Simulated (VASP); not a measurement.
A run of VASP 6.6.1 is set up as follows.

File INCAR:

```
PREC = Accurate
ENCUT = 520
EDIFF = 1E-6
ISMEAR = 0
SIGMA = 0.1
LREAL = False
LASPH = True
NELM = 100
ALGO = Normal
ISIF = 2
LWAVE = False
LCHARG = False
GGA = PE
NBANDS = 20
```

File KPOINTS:

```
regular mesh
0
Gamma
  15 15 6
```

The input POSCAR:

```
AlBN
1.0
    3.3012557468      0.0000000000      0.0000000000
   -1.6506278734      2.8589713411      0.0000000000
    0.0000000000      0.0000000000      8.4917831459
Al B N
2 2 2
Direct
    0.0000000000      0.0000000000      0.7549795467
    0.0000000000      0.0000000000      0.2450204533
    0.0000000000      0.0000000000      0.5000000000
    0.0000000000      0.0000000000      0.0000000000
    0.3333333333      0.6666666667      0.5000000000
    0.6666666667      0.3333333333      0.5000000000
```

Potentials or basis: VASP PAW PBE potentials, release 64 (Al, B, N).

The run is started by

```bash
$ cat potpaw_PBE.64/Al/POTCAR potpaw_PBE.64/B/POTCAR potpaw_PBE.64/N/POTCAR > POTCAR
$ mpirun -np 1 vasp_std > vasp.out
```

Task: Predict the band gap on the k mesh.

Result: Zero (band 11 reaches 5.37 eV, above the bottom of band 12 at 3.19 eV).

Task: Predict the pressure.

Result: 0.0 GPa.
